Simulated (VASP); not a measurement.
Input of a VASP 6.6.1 run:

INCAR

```
  PREC = Accurate
  ENCUT = 520
  EDIFF = 1E-7
  ISMEAR = 0
  SIGMA = 0.1
  LREAL = F
  LASPH = T
  NELM = 60
  ALGO = Fast
  ISIF = 2
  LWAVE = F
  LCHARG = F
  GGA = PE
  NBANDS = 10
```

KPOINTS

```
Automatic mesh
0
Gamma
  9 9 16
```

POSCAR

```
Al
1.0
    3.8679257556      0.0000000000      0.0106390737
    0.0000000000      3.8679403874      0.0000000000
   -1.9281036472      0.0000000000      2.1247565054
Al
2
Direct
    0.0000000000      0.0000000000      0.0000000000
    0.5000000000      0.5000000000      0.0000000000
```

Potentials or basis: VASP PAW PBE potentials, release 64 (Al).

Run with:

```console
$ cat potpaw_PBE.64/Al/POTCAR > POTCAR
$ mpirun -np 1 vasp_std > vasp.out
```

Task: Predict the pressure.

Result: 3.6 GPa.

Task: What does it give for the band gap on the k mesh?

Result: Zero (band 3 reaches 14.88 eV, above the bottom of band 4 at 4.45 eV).

Stress tensor (GPa, compression positive):
```
 5.31  0.00  0.01
 0.00  5.61  0.00
 0.01  0.00 -0.01
```
